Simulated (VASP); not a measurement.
Runs of VASP 6.6.1 on Ga. It takes space group Cmce (No. 64, orthorhombic). The conventional cell has a = 4.436 Å, b = 7.484 Å, c = 4.425 Å, α = 90.00°, β = 90.00°, γ = 90.00°. Within 3.2 Å of Ga (site symmetry m) lie 7 Ga at 2.45 to 2.74 Å. 

```tsv
k mesh	smearing	gap on the mesh (eV)	pressure (GPa)	largest force (eV/Å)
8 × 8 × 7	methfessel-paxton 0.1 eV	none	0.1	0.02
8 × 8 × 7	methfessel-paxton 0.03 eV	none	0.1	0.02
4 × 4 × 4	fermi-dirac 0.1 eV	none	0.1	(a)
8 × 8 × 7	methfessel-paxton 0.2 eV	none	0.1	0.01
8 × 8 × 7	gaussian 0.03 eV	none	0.2	0.02
8 × 8 × 7	fermi-dirac 0.01 eV	none	0.1	0.02
5 × 5 × 5	fermi-dirac 0.1 eV	none	0.0	0.05
8 × 8 × 7	fermi-dirac 0.1 eV	none	0.2	-
8 × 8 × 7	gaussian 0.6 eV	none	0.4	0.03
8 × 8 × 7	gaussian 0.3 eV	none	0.2	-
8 × 8 × 7	gaussian 1 eV	none	(b)	0.06
```

Alike in all rows: task single point; level LDA; potentials or basis VASP PAW LDA potentials, release 64 (Ga_d); no spin polarisation; cell as given; cutoff (eV) 520.

Question: Fill in the values left out.

Answer: (a) 0.17; (b) 1.1.

Caveats: some runs use coarse meshes.

A k mesh can miss the band edges, and the runs leave out spin-orbit coupling on Ga.

A gap of «none» marks levels without a gap at the run's occupations.
